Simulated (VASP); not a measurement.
# Si (Fd-3m) in VASP: further runs

Si is run at these levels: PBEsol; tasks: vibrations by perturbation theory.

Everything below comes from runs of VASP 6.6.1. Logs are shortened: lines on timing, memory, paths and dates and some standing lists are left out, and cuts for length are marked.

## Step 1: The cell of the first run

Symmetry: Fd-3m, No. 227, cubic system. The conventional cell has a = 5.406 Å, b = 5.406 Å, c = 5.406 Å, α = 90.00°, β = 90.00°, γ = 90.00°. Si (site symmetry -43m) has 4 Si at 2.34 Å within 3.1 Å.

## Step 2: Vibrations by perturbation theory, PBEsol (19.75 Å³/atom)

INCAR reads:

```
SYSTEM = Si
PREC = Accurate ; ENCUT = 520
EDIFF = 1E-8 ; ISMEAR = 0
SIGMA = 0.01 ; LREAL = .FALSE.
LASPH = .TRUE. ; NELM = 80
ALGO = Normal ; ISIF = 2
LWAVE = .FALSE. ; LCHARG = .TRUE.
GGA = PS ; NBANDS = 11
IBRION = 8 ; NSW = 1
```

KPOINTS reads:

```
regular mesh
0
G
  8 8 8
  0 0 0
```

POSCAR reads:

```
Si
1.0
    0.0000000000      2.7030759461      2.7030759461
    2.7030759461      0.0000000000      2.7030759461
    2.7030759461      2.7030759461      0.0000000000
Si
2
Direct
    0.2500000000      0.2500000000      0.2500000000
    0.0000000000      0.0000000000      0.0000000000
```

Potentials or basis: VASP PAW PBE potentials, release 64 (Si).

Started as:

```sh
cat potpaw_PBE.64/Si/POTCAR > POTCAR
mpirun -np 1 vasp_std > vasp.out
```

OUTCAR:

```text
SYSTEM = Si
   PREC = Accurate
   ENCUT = 520
   EDIFF = 1E-8
   ISMEAR = 0
   LREAL = .FALSE.
   LASPH = .TRUE.
   NELM = 80
   ISIF = 2
   GGA = PS
   IBRION = 8
   NSW = 1

 ion  position               nearest neighbor table
   1  0.250  0.250  0.250-   2 2.34   2 2.34   2 2.34   2 2.34
   2  0.000  0.000  0.000-   1 2.34   1 2.34   1 2.34   1 2.34

  LATTYP: Found a face centered cubic cell.
 ALAT       =     5.4061518922

  Lattice vectors:

 A1 = (   0.0000000000,   2.7030759461,   2.7030759461)
 A2 = (   2.7030759461,   0.0000000000,   2.7030759461)
 A3 = (   2.7030759461,   2.7030759461,   0.0000000000)

Analysis of symmetry for initial positions (statically):
=====================================================================
 Subroutine PRICEL returns:
 Original cell was already a primitive cell.

 Routine SETGRP: Setting up the symmetry group for a
 face centered cubic supercell.

 Subroutine GETGRP returns: Found 48 space group operations
 (whereof 24 operations were pure point group operations)
 out of a pool of 48 trial point group operations.

The static configuration has the point symmetry T_d .
 The point group associated with its full space group is O_h .

Analysis of symmetry for dynamics (positions and initial velocities):
=====================================================================
 Subroutine PRICEL returns:
 Original cell was already a primitive cell.

 Routine SETGRP: Setting up the symmetry group for a
 face centered cubic supercell.

 Subroutine GETGRP returns: Found 48 space group operations
 (whereof 24 operations were pure point group operations)
 out of a pool of 48 trial point group operations.

The dynamic configuration has the point symmetry T_d .
 The point group associated with its full space group is O_h .

 Subroutine INISYM returns: Found 48 space group operations
 (whereof 24 operations are pure point group operations),
 and found     1 'primitive' translations

----------------------------------------------------------------------------------------

                                     Primitive cell

  volume of cell :      39.5007

  direct lattice vectors                    reciprocal lattice vectors
     0.000000000  2.703075946  2.703075946    -0.184974455  0.184974455  0.184974455
     2.703075946  0.000000000  2.703075946     0.184974455 -0.184974455  0.184974455
     2.703075946  2.703075946  0.000000000     0.184974455  0.184974455 -0.184974455

  length of vectors
     3.822726663  3.822726663  3.822726663     0.320385154  0.320385154  0.320385154

  position of ions in fractional coordinates (direct lattice)
     0.250000000  0.250000000  0.250000000
     0.000000000  0.000000000  0.000000000

  ion indices of the primitive-cell ions
   primitive index   ion index
                 1           1
                 2           2

----------------------------------------------------------------------------------------

 KPOINTS: regular mesh

Automatic generation of k-mesh.
 Grid dimensions read from file:
 generate k-points for:    8    8    8

 Generating k-lattice:

  Cartesian coordinates                     Fractional coordinates (reciprocal lattice)
    -0.023121807  0.023121807  0.023121807     0.125000000  0.000000000  0.000000000
     0.023121807 -0.023121807  0.023121807     0.000000000  0.125000000  0.000000000
     0.023121807  0.023121807 -0.023121807     0.000000000  0.000000000  0.125000000

  Length of vectors
     0.040048144  0.040048144  0.040048144

  Shift w.r.t. Gamma in fractional coordinates (k-lattice)
     0.000000000  0.000000000  0.000000000

 Subroutine IBZKPT returns following result:
 ===========================================

 Found     29 irreducible k-points:

 Following reciprocal coordinates:
            Coordinates               Weight
  0.000000  0.000000  0.000000      1.000000
  0.125000  0.000000  0.000000      8.000000
  0.250000  0.000000  0.000000      8.000000
  0.375000  0.000000  0.000000      8.000000
  0.500000  0.000000  0.000000      4.000000
  0.125000  0.125000  0.000000      6.000000
[... 16 lines left out ...]
  0.500000  0.250000  0.125000     48.000000
 -0.375000  0.250000  0.125000     24.000000
 [... further k-points ...]
   k-points           NKPTS =     29   k-points in BZ     NKDIM =     29   number of bands    NBANDS=     11
   number of dos      NEDOS =    301   number of ions     NIONS =      2
   total plane-waves  NPLWV =  21952
   dimension x,y,z NGX =    28 NGY =   28 NGZ =   28
   dimension x,y,z NGXF=    56 NGYF=   56 NGZF=   56
   ions per type =               2
   NGX,Y,Z   is equivalent  to a cutoff of  12.18, 12.18, 12.18 a.u.
   NGXF,Y,Z  is equivalent  to a cutoff of  24.35, 24.35, 24.35 a.u.
 SYSTEM =  Si
   PREC   = accura    normal or accurate (medium, high low for compatibility)
   ISTART =      0    job   : 0-new  1-cont  2-samecut
   ICHARG =      2    charge: 1-file 2-atom 10-const
   ISPIN  =      1    spin polarized calculation?
   LNONCOLLINEAR =      F non collinear calculations
   LSORBIT =      F    spin-orbit coupling
   LASPH  =      T    aspherical Exc in radial PAW
   ENCUT  =  520.0 eV  38.22 Ry    6.18 a.u.   7.11  7.11  7.11*2*pi/ulx,y,z
   NELM   =     80;   NELMIN=  2; NELMDL= -5     # of ELM steps
   EDIFF  = 0.1E-07   stopping-criterion for ELM
   LREAL  =      F    real-space projection
   EDIFFG = 0.1E-06   stopping-criterion for IOM
   NSW    =      1    number of steps for IOM
   IBRION =      8    ionic relax: 0-MD 1-quasi-New 2-CG
   NFREE  =      0    steps in history (QN), initial steepest desc. (CG)
   ISIF   =      2    stress and relaxation
   ISYM   =      2    0-nonsym 1-usesym 2-fastsym
   POTIM  = 0.5000    time-step for ionic-motion
   TEBEG  =    0.0;   TEEND  =   0.0 temperature during run
   PSTRESS=    0.0 pullay stress
   NELECT =       8.0000    total number of electrons
   NUPDOWN=      -1.0000    fix difference up-down
   EMIN   =  10.00;   EMAX   =-10.00  energy-range for DOS
   EFERMI =   0.00;   METHOD = LEGACY
   ISMEAR =     0;   SIGMA  =   0.01  broadening in eV -4-tet -1-fermi 0-gaus
   EFERMI_NEDOS =   21; number of points for ismear=-14 and -15
   IALGO  =     38    algorithm
   IMIX   =      4    mixing-type and parameters
     AMIX     =   0.40;   BMIX     =  1.00
     AMIX_MAG =   1.60;   BMIX_MAG =  1.00
  volume/ion in A,a.u.               =      19.75       133.28
  Fermi-wavevector in a.u.,A,eV,Ry     =   0.961398  1.816779 12.575678  0.924286
  Thomas-Fermi vector in A             =   2.090766
   LORBIT       =      0    0 simple, 1 ext, 2 COOP (PROOUT), +10 PAW based schemes
   GGA     = PS    functional components
   LHFCALC =     F    Hartree Fock is set to
   AEXX    =    0.0000 exact exchange contribution
   IVDW    =     0    specifies the selected vdW correction
   LEPSILON=     F    determine dielectric tensor
   LRPA    =     F    only Hartree local field effects (RPA)
 non-spin polarized calculation
 Gauss-broadening in eV      SIGMA  =   0.01
  energy-cutoff  :      520.00
  volume of cell :       39.50
 maximum number of plane-waves:      1090
   NGX = 15   NGY = 15   NGZ = 15

--------------------------------------- Ionic step        1  -------------------------------------------

 number of electron       8.0000001 magnetization

 Free energy of the ion-electron system (eV)
  ---------------------------------------------------
  ext. energy  EPLUGINS =         0.00000000
  ---------------------------------------------------
  free energy    TOTEN  =       -11.48589496 eV

  energy without entropy =      -11.48589496  energy(sigma->0) =      -11.48589496

 E-fermi :   6.0211     XC(G=0):  -9.6050

 val. band max:        5.9302999675   @ k =   0.0000   0.0000   0.0000
 cond. band min:       6.4105083987   @ k =   0.3750   0.3750   0.0000
 fundamental gap:      0.4802084312
 Fermi energy:         6.0211276273

 k-point     1 :       0.0000    0.0000    0.0000
  band No.  band energies     occupation
      1      -6.1549      2.00000
      2       5.9303      2.00000
      3       5.9303      2.00000
      4       5.9303      2.00000
      5       8.4521      0.00000
      6       8.4521      0.00000
      7       8.4521      0.00000
      8       9.4104      0.00000
      9      13.6251      0.00000
     10      13.6251      0.00000
     11      13.6959      0.00000
[... 309 lines left out ...]
 k-point    24 :      -0.3750    0.2500    0.1250
  band No.  band energies     occupation
      1      -3.2244      2.00000
      2      -0.9380      2.00000
      3       2.4023      2.00000
      4       3.7151      2.00000
      5       8.9568      0.00000
      6       8.9588      0.00000
      7      11.8313      0.00000
      8      13.0033      0.00000
      9      13.3149      0.00000
     10      16.4620      0.00000
     11      17.6521      0.00000

 [... further k-points ...]

------------------------ aborting loop because EDIFF is reached ----------------------------------------

  FORCE on cell =-STRESS in cart. coord.  units (eV):
  Direction    XX          YY          ZZ          XY          YZ          ZX
  --------------------------------------------------------------------------------------
  -------------------------------------------------------------------------------------
  Total        0.3937718      0.3937718      0.3937718     -0.0000000      0.0000000     -0.0000000
  in kB       15.9716731     15.9716731     15.9716731     -0.0000000      0.0000000     -0.0000000
  external PRESSURE =      15.9716731 kB  Pullay stress =       0.0000000 kB

 VOLUME and BASIS-vectors are now :
 -----------------------------------------------------------------------------
  energy-cutoff  :      520.00
  volume of cell :       39.50
      direct lattice vectors                 reciprocal lattice vectors
     0.000000000  2.703075946  2.703075946    -0.184974455  0.184974455  0.184974455
     2.703075946  0.000000000  2.703075946     0.184974455 -0.184974455  0.184974455
     2.703075946  2.703075946  0.000000000     0.184974455  0.184974455 -0.184974455

 POSITION                                       TOTAL-FORCE (eV/Angst)
 -----------------------------------------------------------------------------------
      1.35154      1.35154      1.35154        -0.000000     -0.000000     -0.000000
      0.00000      0.00000      0.00000         0.000000      0.000000      0.000000
 -----------------------------------------------------------------------------------
    total drift:                                0.000000      0.000000     -0.000000

  FREE ENERGIE OF THE ION-ELECTRON SYSTEM (eV)
  ---------------------------------------------------
  free  energy   TOTEN  =       -11.4858949620 eV

  energy  without entropy=      -11.4858949620  energy(sigma->0) =      -11.48589496

[... ionic steps 2 to 3 ...]

--------------------------------------- Ionic step        4  -------------------------------------------

 Free energy of the ion-electron system (eV)
  ---------------------------------------------------
  ---------------------------------------------------
  free energy    TOTEN  =        -0.01733034 eV

  energy without entropy =       -0.01733034

------------------------ aborting loop because EDIFF is reached ----------------------------------------

 INTERNAL STRAIN TENSOR  FOR ION    1  DIRECTION 1   (eV/Angst):
 -----------------------------------------------------------------------------
     0.00575  0.00000  0.00000
     0.00000 -0.00182-10.23050
     0.00000-10.23050 -0.00182

 INTERNAL STRAIN TENSOR FOR ION    2 for displacements in x,y,z  (eV/Angst):
          X           Y           Z          XY          YZ          ZX
  --------------------------------------------------------------------------------
  x    -0.00000     0.00000     0.00000     0.00000    10.23050     0.00000
  y     0.00000     0.00000     0.00000     0.00000     0.00000    10.23050
  z     0.00000     0.00000    -0.00000    10.23050     0.00000     0.00000

 SECOND DERIVATIVES (NOT SYMMETRIZED)
 ------------------------------------
               1X          1Y          1Z          2X          2Y          2Z
  1X   -13.812055    0.000000    0.000000   13.812055    0.000000    0.000000
  1Y     0.000000  -13.812055    0.000000    0.000000   13.812055    0.000000
  1Z     0.000000    0.000000  -13.812055    0.000000    0.000000   13.812055
  2X    13.812055    0.000000    0.000000  -13.812055    0.000000    0.000000
  2Y     0.000000   13.812055    0.000000    0.000000  -13.812055    0.000000
  2Z     0.000000    0.000000   13.812055    0.000000    0.000000  -13.812055

 Eigenvectors and eigenvalues of the dynamical matrix
 ----------------------------------------------------

   1 f  =   15.504496 THz    97.417623 2PiTHz  517.174326 cm-1    64.121415 meV
             X         Y         Z           dx          dy          dz
      1.351538  1.351538  1.351538     0.000000   -0.707107    0.000000
      0.000000  0.000000  0.000000     0.000000    0.707107    0.000000
[... 21 lines left out ...]
   6 f  =    0.000000 THz     0.000000 2PiTHz    0.000000 cm-1     0.000000 meV
             X         Y         Z           dx          dy          dz
      1.351538  1.351538  1.351538     0.000000    0.000000    0.707107
      0.000000  0.000000  0.000000     0.000000    0.000000    0.707107

--------------------------------------------------------------------------------------------------------

 ELASTIC MODULI CONTR FROM IONIC RELAXATION (kBar)
 Direction    XX          YY          ZZ          XY          YZ          ZX
 --------------------------------------------------------------------------------
 XX          -0.0000      0.0000      0.0000      0.0000      0.0000      0.0000
 YY           0.0000     -0.0000      0.0000      0.0000      0.0000     -0.0000
 ZZ           0.0000      0.0000     -0.0000      0.0000      0.0000      0.0000
 XY           0.0000      0.0000      0.0000   -307.3559      0.0000      0.0000
 YZ           0.0000      0.0000      0.0000      0.0000   -307.3559      0.0000
 ZX           0.0000     -0.0000      0.0000      0.0000      0.0000   -307.3559
 --------------------------------------------------------------------------------
```

Run time: 32 s. Hardware: 1 thread of Intel Xeon 6975P-C (Granite Rapids), shared host; peak memory 0.21 GiB.

Results:

```yaml
Highest_phonon_frequency_at_Γ: 517 cm⁻¹
```

Phonon frequencies in cm⁻¹ (negative: imaginary):
```
              q point        frequencies
(0.000, 0.000, 0.000)  0 0 0 517 517 517
```

Caveat: the cell stands under pressure or tension, which shifts response properties; the PAW data sets were made with another functional, which shifts forces and pressure a little.

(Continued in part 2 of 2.)
